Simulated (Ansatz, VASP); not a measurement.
# One calculation of SrO, two programs

File POSCAR:

```
SrO
1.0
    0.0000000000      2.4766966328      2.4766966328
    2.4766966328      0.0000000000      2.4766966328
    2.4766966328      2.4766966328      0.0000000000
Sr O
1 1
Direct
    0.0000000000      0.0000000000      0.0000000000
    0.5000000000      0.5000000000      0.5000000000
```

File INCAR.step1:

```
ALGO     = Normal         # electronic algorithm
EDIFF    = 1E-5           # SCF threshold, eV
ENCUT    = 520            # plane-wave cutoff, eV
GGA      = PE             # functional
ISIF     = 2              # what is computed and relaxed
ISMEAR   = 0              # smearing method
LASPH    = True           # aspherical terms in the spheres
LREAL    = False          # projectors in reciprocal space
LWAVE    = True           # write WAVECAR
NBANDS   = 15             # bands
NELM     = 80             # most SCF steps
PREC     = Accurate       # precision mode
SIGMA    = 0.01           # smearing width, eV
```

File INCAR.step2:

```
ALGO     = Normal         # electronic algorithm
EDIFF    = 1E-6           # SCF threshold, eV
ENCUT    = 520            # plane-wave cutoff, eV
GGA      = PE             # functional
HFSCREEN = 0.2079         # screening, 1/A
ISIF     = 2              # what is computed and relaxed
ISMEAR   = 0              # smearing method
ISTART   = 1            
LASPH    = True           # aspherical terms in the spheres
LCHARG   = True           # write CHGCAR
LELF     = True           # ELF
LHFCALC  = True           # exact exchange
LREAL    = False          # projectors in reciprocal space
LVHAR    = True         
LWAVE    = False          # write WAVECAR
NBANDS   = 15             # bands
NELM     = 80             # most SCF steps
PREC     = Accurate       # precision mode
PRECFOCK = Normal       
SIGMA    = 0.01           # smearing width, eV
```

KPOINTS

```
k-points
0
Gamma
  6 6 6
```

Input for Ansatz:

```yaml
crystal:
  lattice:
    - [0.0, 2.4766966328, 2.4766966328]
    - [2.4766966328, 0.0, 2.4766966328]
    - [2.4766966328, 2.4766966328, 0.0]
  atoms:
    - { symbol: Sr, position: [0.0, 0.0, 0.0] }
    - { symbol: O, position: [0.5, 0.5, 0.5] }
kpoints:
  mp_grid: { grid: [6, 6, 6] }
  band_path:
    path:
      - [0.0, 0.0, 0.0]
      - [0.5, 0.0, 0.5]
      - [0.625, 0.25, 0.625]
      - [0.375, 0.375, 0.75]
      - [0.5, 0.5, 0.5]
      - [0.5, 0.25, 0.75]
      - [0.0, 0.5, 0.5]
    npoints: 1
hamiltonian:
  xc: hse06
scf:
  occupations: { method: fixed }
  n_extra_bands: 4
output:
  forces: true
  stress: true
  eigenvalues: true
```

Change from the starting cell: hydrostatic strain -4.0%.

Alike in both runs: task single point; functional HSE06; k mesh 6 × 6 × 6; no spin polarisation.

|  | VASP | Ansatz |
| --- | --- | --- |
| version | VASP 6.6.1 | Ansatz 0.2.0 |
| potentials or method | VASP PAW PBE potentials, release 64 (Sr_sv, O) | plane waves, PAW |
| plane-wave cutoff (eV) | 520 | 420 |
| occupations | gaussian, width 0.01 eV | fixed |
| valence electrons in the cell | 16 | 16 |

```csv
,VASP,Ansatz,Ansatz less VASP
gap on the k mesh at the Fermi level (eV),4.67,4.72,+0.047
pressure (GPa),15.3,14.3,-0.93
```

Ansatz's warnings: stress exchange threshold loose, stress scf threshold loose.
